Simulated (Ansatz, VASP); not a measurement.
One calculation of Co, two programs

The input INCAR:

```
ALGO = Normal
DIPOL = 0.5 0.5 0.500
EDIFF = 1E-6
ENCUT = 520
GGA = PE
IDIPOL = 3
ISIF = 2
ISMEAR = -1
ISPIN = 2
LASPH = True
LCHARG = False
LDIPOL = True
LMAXMIX = 4
LORBIT = 11
LREAL = False
LWAVE = False
MAGMOM = 1.7 1.7 1.7 1.7 1.7 1.7
NBANDS = 40
NELM = 150
PREC = Accurate
SIGMA = 0.1
```

KPOINTS

```
k-points
0
Gamma
  15 15 1
```

File POSCAR:

```
Co
1.0
    2.4930397979      0.0000000000      0.0000000000
   -1.2465198990      2.1590357976      0.0000000000
    0.0000000000      0.0000000000     21.0100000000
Co
6
Direct
    0.8333333333      0.1666666667      0.2617796428
    0.1666666667      0.8333333333      0.3549502502
    0.8333333333      0.1666666667      0.4525290872
    0.1666666667      0.8333333333      0.5474707937
    0.8333333333      0.1666666667      0.6450497041
    0.1666666667      0.8333333333      0.7382203572
```

Input for Ansatz:

```yaml
crystal:
  lattice:
    - [2.4930397979, 0.0, 0.0]
    - [-1.246519899, 2.1590357976, 0.0]
    - [0.0, 0.0, 21.01]
  atoms:
    - { symbol: Co, position: [0.8333333333, 0.1666666667, 0.2617796428], spin: 1.7 }
    - { symbol: Co, position: [0.1666666667, 0.8333333333, 0.3549502502], spin: 1.7 }
    - { symbol: Co, position: [0.8333333333, 0.1666666667, 0.4525290872], spin: 1.7 }
    - { symbol: Co, position: [0.1666666667, 0.8333333333, 0.5474707937], spin: 1.7 }
    - { symbol: Co, position: [0.8333333333, 0.1666666667, 0.6450497041], spin: 1.7 }
    - { symbol: Co, position: [0.1666666667, 0.8333333333, 0.7382203572], spin: 1.7 }
magnetization:
  spin_polarized: true
kpoints:
  mp_grid: { grid: [15, 15, 1] }
scf:
  occupations: { method: fermi_dirac, width: 0.1 }
hamiltonian:
  xc: pbe
  pseudopotentials: { kind: all_electron, lapw: { basis_error: 0.001 } }
output:
  forces: true
  stress: true
  eigenvalues: true
efield:
  axis: 3
  amplitude: 0
  dipole_correction: true
```

Alike in both runs: task single point; functional PBE; k mesh 15 × 15 × 1; occupations fermi-dirac, width 0.1 eV; collinear spin.

|  | VASP | Ansatz |
| --- | --- | --- |
| version | VASP 6.6.1 | Ansatz 0.2.0 |
| potentials or method | VASP PAW PBE potentials, release 64 (Co), cutoff 520 eV | all-electron LAPW, scalar-relativistic |

```tsv
	VASP	Ansatz	Ansatz less VASP
rms of the force components (eV/Å)	0.011	0.002	-0.0087
net moment per atom (μB)	1.65	1.66	+0.008
size of the moment on the site where the two differ most (μB)	1.73	1.78	+0.049
```

Site moments also hang on the region over which each program counts them. Atom by atom the forces differ by 0.009 eV/Å (rms over components). Ansatz ran all-electron here, and VASP with PAW potentials. Ansatz's warnings: vacuum density over bound.
